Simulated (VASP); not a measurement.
Runs of VASP 6.6.1 on NiSb. The structure is that of space group P6_3/mmc (No. 194), or close to it. The cells are those of the table. 

```tsv
cell	gap on the mesh (eV)	pressure (GPa)
a = 3.993, b = 3.993, c = 5.170 Å, angles 90.0, 90.0, 120.0°, 4 atoms	none	(b)
a = 3.928, b = 3.928, c = 5.120 Å, angles 90.0, 90.0, 120.0°, 4 atoms	none	-1.9
a = 3.836, b = 3.836, c = 4.967 Å, angles 90.0, 90.0, 120.0°, 4 atoms	none	9.5
a = 3.753, b = 3.753, c = 4.859 Å, angles 90.0, 90.0, 120.0°, 4 atoms	none	22.9
a = 4.042, b = 4.042, c = 5.234 Å, angles 90.0, 90.0, 120.0°, 4 atoms	none	(a)
a = 3.955, b = 3.955, c = 5.120 Å, angles 90.0, 90.0, 120.0°, 4 atoms	none	-3.5
a = 3.876, b = 3.876, c = 5.019 Å, angles 90.0, 90.0, 120.0°, 4 atoms	none	4.4
a = 3.795, b = 3.795, c = 4.913 Å, angles 90.0, 90.0, 120.0°, 4 atoms	none	15.6
a = 3.916, b = 3.916, c = 5.070 Å, angles 90.0, 90.0, 120.0°, 4 atoms	none	0.1
```

Alike in all rows: task single point; level PBEsol; potentials or basis VASP PAW PBE potentials, release 64 (Ni, Sb); no spin polarisation; k mesh 12 × 12 × 8; cutoff (eV) 520; smearing gaussian 0.1 eV.

Q: Estimate the missing entries.

A: (a) -9.7; (b) -6.5.

Caveats: the PAW data sets were made with another functional, which shifts forces and pressure a little; spin-orbit coupling is left out, which moves the levels of the heavy elements; the cell stands under pressure (at least some runs); the cell stands under tension (at least some runs).

A k mesh can miss the band edges, and the runs leave out spin-orbit coupling on Sb.

A gap of «none» marks levels without a gap at the run's occupations.
